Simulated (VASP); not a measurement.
V: single point with revPBE

The system is V.

```xyz
1
Lattice="0.0000 1.8944 1.8944 1.8944 0.0000 1.8944 1.8944 1.8944 0.0000" Properties=species:S:1:pos:R:3 pbc="T T T"
V     0.0000    0.0000    0.0000
```

This cell differs from its parent crystal: volume scaled by 0.96.

```json
{
 "Program": "VASP 6.6.1",
 "Task": "single point",
 "Functional": "revPBE",
 "Potentials or basis": "VASP PAW PBE potentials, release 64 (V_sv)",
 "Cutoff": "520 eV",
 "k mesh": "16 × 16 × 16",
 "Occupations": "fermi-dirac, width 0.1 eV",
 "Spin": "no spin polarisation"
}
```

```json
{"Pressure": "7.6 GPa"}
```

Levels at points of the mesh, in eV from the Fermi level:
```
           k point  band 2  band 3  band 4  band 5  band 6  band 7  band 8  band 9  band 10  band 11
(0.00, 0.00, 0.00)  -37.43  -37.43  -37.43   -6.90    0.16    0.16    0.16    1.97     1.97    17.73
(0.50, 0.00, 0.00)  -38.30  -37.54  -37.54   -3.39    0.05    0.05    0.82    3.15     3.15     9.22
(0.50, 0.50, 0.00)  -38.24  -37.73  -37.73   -3.55   -2.69    3.14    3.46    3.46     3.48    11.94
```

It took 28 s on 1 thread of Intel(R) Xeon(R) Platinum 8259CL CPU @ 2.50GHz (Skylake/Cascade Lake), with other jobs on the host, peak memory 0.14 GiB.

Caveat: the PAW data sets were made with another functional, which shifts forces and pressure a little.
